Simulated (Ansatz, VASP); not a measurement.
Two plane-wave programs on PbS

The input INCAR:

```
ALGO = Normal
EDIFF = 1E-6
ENCUT = 520
GGA = PE
ISIF = 2
ISMEAR = 0
IVDW = 12
LASPH = True
LCHARG = False
LREAL = False
LWAVE = False
NBANDS = 17
NELM = 60
PREC = Accurate
SIGMA = 0.03
```

The input KPOINTS:

```
k-points
0
Gamma
  10 10 10
```

File POSCAR:

```
PbS
1.0
    0.0000000000      2.8908750000      2.8167500000
    2.8908750000      0.0000000000      2.8167500000
    2.8908750000      2.8908750000      0.0000000000
Pb S
1 1
Direct
    0.0000000000      0.0000000000      0.0000000000
    0.5000000000      0.5000000000      0.5000000000
```

Input for Ansatz:

```yaml
crystal:
  lattice:
    - [0.0, 2.890875, 2.81675]
    - [2.890875, 0.0, 2.81675]
    - [2.890875, 2.890875, 0.0]
  atoms:
    - { symbol: Pb, position: [0.0, 0.0, 0.0] }
    - { symbol: S, position: [0.5, 0.5, 0.5] }
basis:
  ecutwfc: 420
kpoints:
  mp_grid: { grid: [10, 10, 10] }
hamiltonian:
  xc: pbe
  dispersion: d3bj
scf:
  occupations: { method: gaussian, width: 0.03 }
output:
  forces: true
  stress: true
  eigenvalues: true
```

Change from the starting cell: strain -0.025 along x and y, -0.050 along z, atoms carried along.

Alike in both runs: task single point; functional PBE; dispersion D3(BJ); k mesh 10 × 10 × 10; occupations gaussian, width 0.03 eV; no spin polarisation.

|  | VASP | Ansatz |
| --- | --- | --- |
| version | VASP 6.6.1 | Ansatz 0.2.0 |
| potentials or method | VASP PAW PBE potentials, release 64 (Pb_d, S), cutoff 520 eV | scalar-relativistic, plane waves, PAW |
| valence electrons in the cell | 20 | 20 |

```tsv
	VASP	Ansatz	Ansatz less VASP
gap on the k mesh at the Fermi level (eV)	0.10	0.11	+0.009
least direct gap on the mesh (eV)	0.10	0.11	+0.009
pressure (GPa)	7.4	7.5	+0.09
traceless stress, the component that is largest in VASP (GPa)	3.64	3.64	-0.001
```

Spin-orbit coupling is off throughout.
